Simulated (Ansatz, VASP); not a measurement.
**La3GePd3 in VASP and in Ansatz**

The input INCAR:

```
SYSTEM = La3GePd3
  PREC = Accurate
  ENCUT = 520
  EDIFF = 1E-7
  ISMEAR = 0
  SIGMA = 0.0294
  LREAL = .FALSE.
  LASPH = .TRUE.
  NELM = 100
  ALGO = Normal
  ISIF = 2
  LWAVE = .FALSE.
  LCHARG = .FALSE.
  GGA = PE
  IVDW = 13
  NBANDS = 48
```

Contents of KPOINTS:

```
Automatic mesh
0
G
  3 3 3
  0 0 0
```

Contents of POSCAR:

```
La3GePd3
1.0
    5.6013830000      0.0000000000      0.0000000000
    0.0000000000      5.6013830000      0.0000000000
    0.0000000000      0.0000000000      5.6013830000
La Pd Ge
3 3 1
Direct
    0.5000000000      0.5000000000      0.0000000000
    0.0000000000      0.5000000000      0.5000000000
    0.5000000000      0.0000000000      0.5000000000
    0.5000000000      0.0000000000      0.0000000000
    0.0000000000      0.5000000000      0.0000000000
    0.0000000000      0.0000000000      0.5000000000
    0.5000000000      0.5000000000      0.5000000000
```

Input for Ansatz:

```yaml
crystal:
  lattice:
    - [5.601383, 0.0, 0.0]
    - [0.0, 5.601383, 0.0]
    - [0.0, 0.0, 5.601383]
  atoms:
    - { symbol: La, position: [0.5, 0.5, 0.0] }
    - { symbol: La, position: [0.0, 0.5, 0.5] }
    - { symbol: La, position: [0.5, 0.0, 0.5] }
    - { symbol: Pd, position: [0.5, 0.0, 0.0] }
    - { symbol: Pd, position: [0.0, 0.5, 0.0] }
    - { symbol: Pd, position: [0.0, 0.0, 0.5] }
    - { symbol: Ge, position: [0.5, 0.5, 0.5] }
  symmetry: { tolerance: 0.0003 }
kpoints:
  mp_grid: { grid: [3, 3, 3], shift: [0, 0, 0] }
magnetization:
  spin_polarized: false
scf:
  occupations: { method: gaussian, width: 0.0294 }
  lower_state_search: "off"
hamiltonian:
  pseudopotentials: { kind: paw }
  xc: pbe
  dispersion: d4
basis:
  ecutwfc: 420
output:
  forces: true
  stress: true
  eigenvalues: true
```

Alike in both runs: task single point; functional PBE; dispersion D4; k mesh 3 × 3 × 3; occupations gaussian, width 0.0294 eV; no spin polarisation.

```csv
,VASP,Ansatz
version,VASP 6.6.1,Ansatz 0.2.0
potentials or method,"VASP PAW PBE potentials, release 64 (La, Pd, Ge_d), cutoff 520 eV",PAW plane waves
valence electrons in the cell,77,101
```

Ansatz gave:

* gap on the k mesh at the Fermi level (eV): none
* pressure (GPa): 10.2

Problem. Estimate VASP's values.

Solution. gap on the k mesh at the Fermi level (eV): none; pressure (GPa): 10.3.

A gap of «none» marks a metal or a gap that the smearing closes. VASP's potentials hold 77 valence electrons a cell and Ansatz's 101, so a difference there can come from the potentials and not from the codes.

The k mesh is coarse, so the values compare programs but aren't converged. Spin-orbit coupling is off throughout.
